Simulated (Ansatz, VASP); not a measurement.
**Ge: VASP beside Ansatz**

```
CELL_PARAMETERS angstrom
0.00000 2.82877 2.91363
2.82877 0.00000 2.91363
2.82877 2.82877 0.00000
ATOMIC_POSITIONS crystal
Ge 0.50000 0.50000 0.50000
Ge 0.75000 0.75000 0.75000
```

Change from the starting cell: zz strain of +3 %.

Alike in both runs: task single point; functional LDA; k mesh 10 × 10 × 10; occupations fermi-dirac, width 0.05 eV; no spin polarisation.

|  | VASP | Ansatz |
| --- | --- | --- |
| version | VASP 6.6.1 | Ansatz 0.2.0 |
| potentials or method | VASP PAW LDA potentials, release 64 (Ge_d), cutoff 520 eV | all-electron LAPW, scalar-relativistic |

|  | VASP | Ansatz | Ansatz less VASP |
| --- | --- | --- | --- |
| pressure (GPa) | -2.9 | -3.0 | -0.11 |
| traceless stress, the component that is largest in VASP (GPa) | -1.43 | -1.43 | +0.008 |

LDA's correlation is that of Perdew and Zunger in VASP and of Perdew and Wang (1992) in Ansatz. Ansatz ran all-electron here, and VASP with PAW potentials.
